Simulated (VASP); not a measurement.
Crystal: H.

```
H
1.0
     2.60164   -0.04521    0.02199
    -1.33998    2.40010    0.02225
     0.02925    0.05106    3.62208
H
3
Direct
  0.23203 0.00993 0.30984
  0.97720 0.21736 0.67923
  0.71406 0.73378 0.00809
```

- Program: VASP 6.6.1
- Task: relaxation of cell and atoms
- Functional: r2SCAN
- Potentials or basis: VASP PAW PBE potentials, release 64 (H)
- Cutoff: 600 eV
- k mesh: 8 × 7 × 5, shifted
- Occupations: fermi-dirac, width 0.1 eV
- Spin: no spin polarisation

At the start: pressure -20.1 GPa; volume 7.46 Å³/atom.

Problem. How do energy, volume and symmetry change on relaxing?

Solution. Over 16 steps the energy falls by 1150.9 meV/atom and the volume is 5.19 Å³/atom (-30.4 %); space group C2/m (No. 12, to 0.05 Å).

The path:
```tsv
step	energy change (eV)	largest force (eV/Å)	pressure (GPa)	volume (Å³)
1	0.0000	1.7490	-20.11	22.39
2	-0.8361	2.3365	-19.72	19.49
3	-2.8410	1.5192	4.93	12.26
4	-2.5893	1.8179	48.76	9.71
5	-2.8797	1.3042	16.30	11.32
6	-3.2047	0.8758	17.19	11.48
7	-3.2117	1.2749	17.41	11.51
8	-3.3379	0.3982	2.04	12.88
9	-3.3567	0.1507	5.54	12.49
10	-3.3984	0.1063	3.92	13.14
11	-3.4294	0.2024	1.76	14.32
12	-3.4301	0.2356	1.41	14.56
13	-3.4420	0.2066	1.54	14.87
14	-3.4430	0.3046	1.62	14.99
15	-3.4500	0.1473	1.08	15.27
16	-3.4528	0.0278	0.50	15.58
```

Final structure:
```xyz
3
Lattice="2.4542 -0.0277 0.0398 -1.2534 2.1620 -0.0101 0.0573 0.0229 2.9563" Properties=species:S:1:pos:R:3 pbc="T T T"
H     1.1780    2.1152    1.0125
H     1.1906    2.1254    1.9967
H     1.2088    2.1262    2.9816
```

Caveat: the k points lie up to 0.43 Å⁻¹ apart in the final cell; the volume moved by over 15 % at a fixed basis, so the end points are rough; the PAW data sets were made with another functional, which shifts forces and pressure a little.
